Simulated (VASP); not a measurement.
# P (Pm-3m) in VASP: a series of runs, part 3 of 3

VASP 6.6.1.

## Step 5: Single point, PBEsol

This run uses another cell than the first one, of 14.11 Å³/atom, 1.136 times its volume.

Input file INCAR:

```
SYSTEM = P
ALGO = Normal ; EDIFF = 1E-6
ENCUT = 500 ; GGA = PS
GGA_COMPAT = .FALSE. ; ISIF = 2
ISMEAR = -1 ; LASPH = .TRUE.
LCHARG = .FALSE. ; LREAL = .FALSE.
LWAVE = .FALSE. ; NBANDS = 8
NELM = 120 ; PREC = Accurate
SIGMA = 0.1
```

Input file KPOINTS:

```
k-points
0
G
  15 15 15
  0 0 0
```

Input file POSCAR:

```
P
1.0
    2.4164520610      0.0000000000      0.0000000000
    0.0000000000      2.4164520610      0.0000000000
    0.0000000000      0.0000000000      2.4164520610
P
1
Direct
    0.0000000000      0.0000000000      0.0000000000
```

Potentials or basis: VASP PAW PBE potentials, release 64 (P).

The run is started by

```console
cat potpaw_PBE.64/P/POTCAR > POTCAR
mpirun -np 1 vasp_std > vasp.out
```

OUTCAR:

```text
SYSTEM = P
   EDIFF = 1E-6
   ENCUT = 500
   GGA = PS
   ISIF = 2
   ISMEAR = -1
   LASPH = .TRUE.
   LREAL = .FALSE.
   NELM = 120
   PREC = Accurate

 ion  position               nearest neighbor table
   1  0.000  0.000  0.000-

  LATTYP: Found a simple cubic cell.
 ALAT       =     2.4164520610

  Lattice vectors:

 A1 = (   2.4164520610,   0.0000000000,   0.0000000000)
 A2 = (   0.0000000000,   2.4164520610,   0.0000000000)
 A3 = (   0.0000000000,   0.0000000000,   2.4164520610)

Analysis of symmetry for initial positions (statically):
=====================================================================
 Subroutine PRICEL returns:
 Original cell was already a primitive cell.

 Routine SETGRP: Setting up the symmetry group for a
 simple cubic supercell.

 Subroutine GETGRP returns: Found 48 space group operations
 (whereof 48 operations were pure point group operations)
 out of a pool of 48 trial point group operations.

The static configuration has the point symmetry O_h .

Analysis of symmetry for dynamics (positions and initial velocities):
=====================================================================
 Subroutine PRICEL returns:
 Original cell was already a primitive cell.

 Routine SETGRP: Setting up the symmetry group for a
 simple cubic supercell.

 Subroutine GETGRP returns: Found 48 space group operations
 (whereof 48 operations were pure point group operations)
 out of a pool of 48 trial point group operations.

The dynamic configuration has the point symmetry O_h .

 Subroutine INISYM returns: Found 48 space group operations
 (whereof 48 operations are pure point group operations),
 and found     1 'primitive' translations

----------------------------------------------------------------------------------------

                                     Primitive cell
[... 108 lines left out ...]
     AMIX     =   0.40;   BMIX     =  1.00
     AMIX_MAG =   1.60;   BMIX_MAG =  1.00
  volume/ion in A,a.u.               =      14.11        95.22
  Fermi-wavevector in a.u.,A,eV,Ry     =   1.158475  2.189200 18.259892  1.342064
  Thomas-Fermi vector in A             =   2.295077
   LORBIT       =      0    0 simple, 1 ext, 2 COOP (PROOUT), +10 PAW based schemes
   GGA     = PS    functional components
   LHFCALC =     F    Hartree Fock is set to
   AEXX    =    0.0000 exact exchange contribution
   IVDW    =     0    specifies the selected vdW correction
   LEPSILON=     F    determine dielectric tensor
   LRPA    =     F    only Hartree local field effects (RPA)
 non-spin polarized calculation
  energy-cutoff  :      500.00
  volume of cell :       14.11
 maximum number of plane-waves:       370
 NGX is ok and might be reduce to    18
   NGX =  9   NGY =  9   NGZ =  9

 number of electron       4.9999997 magnetization

 Free energy of the ion-electron system (eV)
  ---------------------------------------------------
  ext. energy  EPLUGINS =         0.00000000
  ---------------------------------------------------
  free energy    TOTEN  =        -5.77358716 eV

  energy without entropy =       -5.76012753  energy(sigma->0) =       -5.76685734

 E-fermi :  10.1324     XC(G=0): -11.5133

 val. band max:       10.0468942427   @ k =   0.2667   0.2000   0.2000
 cond. band min:      10.1480795978   @ k =   0.2000   0.2000   0.0000
 fundamental gap:      0.1011853551
 Fermi energy:        10.1324361358

 k-point     1 :       0.0000    0.0000    0.0000
  band No.  band energies     occupation
      1      -6.7891      2.00000
      2      15.2294      0.00000
      3      15.2294      0.00000
      4      15.2294      0.00000
      5      16.8422      0.00000
      6      16.8422      0.00000
      7      24.4963      0.00000
      8      34.9747      0.00000
[... 243 lines left out ...]
 k-point    24 :       0.3333    0.2000    0.0000
  band No.  band energies     occupation
      1      -3.3458      2.00000
      2       5.0791      2.00000
      3      10.8624      0.00135
      4      17.8078      0.00000
      5      19.9332      0.00000
      6      22.7502      0.00000
      7      27.4760      0.00000
      8      29.1580      0.00000

 [... further k-points ...]

------------------------ aborting loop because EDIFF is reached ----------------------------------------

  FORCE on cell =-STRESS in cart. coord.  units (eV):
  Direction    XX          YY          ZZ          XY          YZ          ZX
  --------------------------------------------------------------------------------------
  -------------------------------------------------------------------------------------
  Total        0.0948896      0.0948896      0.0948896     -0.0000000     -0.0000000      0.0000000
  in kB       10.7744347     10.7744347     10.7744347     -0.0000000     -0.0000000      0.0000000
  external PRESSURE =      10.7744347 kB  Pullay stress =       0.0000000 kB

 VOLUME and BASIS-vectors are now :
 -----------------------------------------------------------------------------
  energy-cutoff  :      500.00
  volume of cell :       14.11
      direct lattice vectors                 reciprocal lattice vectors
     2.416452061  0.000000000  0.000000000     0.413829853  0.000000000  0.000000000
     0.000000000  2.416452061  0.000000000     0.000000000  0.413829853  0.000000000
     0.000000000  0.000000000  2.416452061     0.000000000  0.000000000  0.413829853

 POSITION                                       TOTAL-FORCE (eV/Angst)
 -----------------------------------------------------------------------------------
      0.00000      0.00000      0.00000         0.000000      0.000000      0.000000
 -----------------------------------------------------------------------------------
    total drift:                               -0.000000     -0.000000      0.000000

  FREE ENERGIE OF THE ION-ELECTRON SYSTEM (eV)
  ---------------------------------------------------
  free  energy   TOTEN  =        -5.7735871582 eV

  energy  without entropy=       -5.7601275262  energy(sigma->0) =       -5.76685734
```

stdout:

```text
POSCAR found type information on POSCAR P
 POSCAR found :  1 types and       1 ions
 scaLAPACK will be used
 -----------------------------------------------------------------------------
|                                                                             |
|                                                                             |
|     You enforced a specific xc type in the INCAR file but a different       |
|     I HOPE YOU KNOW WHAT YOU ARE DOING!                                     |
|                                                                             |
 -----------------------------------------------------------------------------

 LDA part: xc-table for (Slater+PW92), standard interpolation
 POSCAR, INCAR and KPOINTS ok, starting setup
 FFT: planning ... GRIDC
 FFT: planning ... GRID_SOFT
 FFT: planning ... GRID
 WAVECAR not read
 entering main loop
```

Wall time 18 s (1 thread of AMD EPYC 7R13, shared host); peak memory 0.09 GiB.

What came out:

```yaml
Free_energy: -5.7736 eV
Pressure: 1.1 GPa
```

Levels at points of the mesh, in eV from the Fermi level:
```csv
k point,band 1,band 2,band 3,band 4,band 5,band 6,band 7
"(0.00, 0.00, 0.00)",-16.92,5.10,5.10,5.10,6.71,6.71,14.36
```

Caveat: the PAW data sets were made with another functional, which shifts forces and pressure a little.

## Step 6: Single point, PBEsol (volume scaled by 1.04)

Input file INCAR:

```
PREC = Accurate ; ENCUT = 500
EDIFF = 1E-6 ; ISMEAR = -1
SIGMA = 0.1 ; LREAL = False
LASPH = True ; NELM = 120
ALGO = Normal ; ISIF = 2
LWAVE = False ; LCHARG = True
GGA = PS ; LELF = True
LVHAR = True ; NBANDS = 8
GGA_COMPAT = False
```

Input file KPOINTS:

```
regular mesh
0
Gamma
  15 15 15
```

Input file POSCAR:

```
P
1.0
    2.4482511295      0.0000000000      0.0000000000
    0.0000000000      2.4482511295      0.0000000000
    0.0000000000      0.0000000000      2.4482511295
P
1
Direct
    0.0000000000      0.0000000000      0.0000000000
```

Potentials or basis: VASP PAW PBE potentials, release 64 (P).

The run is started by

```console
cat potpaw_PBE.64/P/POTCAR > POTCAR
mpirun -np 1 vasp_std > vasp.out
```

Run time: 20 s. Hardware: 1 thread of AMD EPYC 7R13, shared host; peak memory 0.09 GiB.

Results (log left out):

```yaml
Free_energy: -5.7687 eV
Pressure: -3.7 GPa
```

Levels at points of the mesh, in eV from the Fermi level:
```csv
k point,band 1,band 2,band 3,band 4,band 5,band 6,band 7
"(0.00, 0.00, 0.00)",-16.50,4.90,4.90,4.90,6.78,6.78,13.91
```

Caveat: the cell differs from its parent crystal (volume scaled by 1.04); the PAW data sets were made with another functional, which shifts forces and pressure a little.

## Step 7: Summary

```csv
cell,gap on the mesh (eV),pressure (GPa)
"a = 2.316 Å, 1 atom",none,22.7
"a = 2.350 Å, 1 atom",none,14.0
"a = 2.384 Å, 1 atom",none,7.0
"a = 2.416 Å, 1 atom",none,1.1
"a = 2.448 Å, 1 atom",none,-3.7
```

Alike in all rows: task single point; level PBEsol; potentials or basis VASP PAW PBE potentials, release 64 (P); no spin polarisation; k mesh 15 × 15 × 15; cutoff (eV) 500; smearing fermi-dirac 0.1 eV.

Caveats: the PAW data sets were made with another functional, which shifts forces and pressure a little.

Total energies depend on the potentials used, so only differences within one code and one set of settings carry meaning.
